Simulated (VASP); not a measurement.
**C: single point with PBE**

Crystal: C.

```xyz
2
Lattice="0.0000 1.7769 1.7769 1.7769 0.0000 1.7769 1.7769 1.7769 0.0000" Properties=species:S:1:pos:R:3 pbc="T T T"
C     0.0000    0.0000    0.0000
C     0.8885    0.8885    0.8885
```

* Program: VASP 6.6.1
* Task: single point
* Functional: PBE
* Potentials or basis: VASP PAW PBE potentials, release 64 (C)
* Cutoff: 600 eV
* k mesh: 10 × 10 × 10
* Occupations: gaussian, width 0.01 eV
* Spin: no spin polarisation
* Dipole correction: no
* Further INCAR settings: ALGO = Normal; EDIFF = 1e-06; NBANDS = 11

| Quantity | Value |
| --- | --- |
| Pressure | 6.7 GPa |
| Band gap on the k mesh | 4.19 eV, indirect (least direct gap 5.62 eV) |

Levels at points of the mesh, in eV from the valence-band top:
```csv
k point,band 1,band 2,band 3,band 4,band 5,band 6,band 7,band 8,band 9
"(0.00, 0.00, 0.00)",-21.62,0.00,0.00,0.00,5.62,5.62,5.62,13.58,19.43
"(0.50, 0.00, 0.00)",-15.79,-13.49,-2.83,-2.83,8.50,8.50,9.00,15.80,22.05
"(0.50, 0.50, 0.00)",-12.84,-12.84,-6.36,-6.36,4.78,4.78,16.97,16.97,23.43
```

It took 5.5 s on 1 thread of Intel(R) Xeon(R) Platinum 8259CL CPU @ 2.50GHz (Skylake/Cascade Lake), with other jobs on the host, peak memory 0.12 GiB.

A k mesh can miss the band edges. As with any semilocal functional, this PBE gap is likely too small.
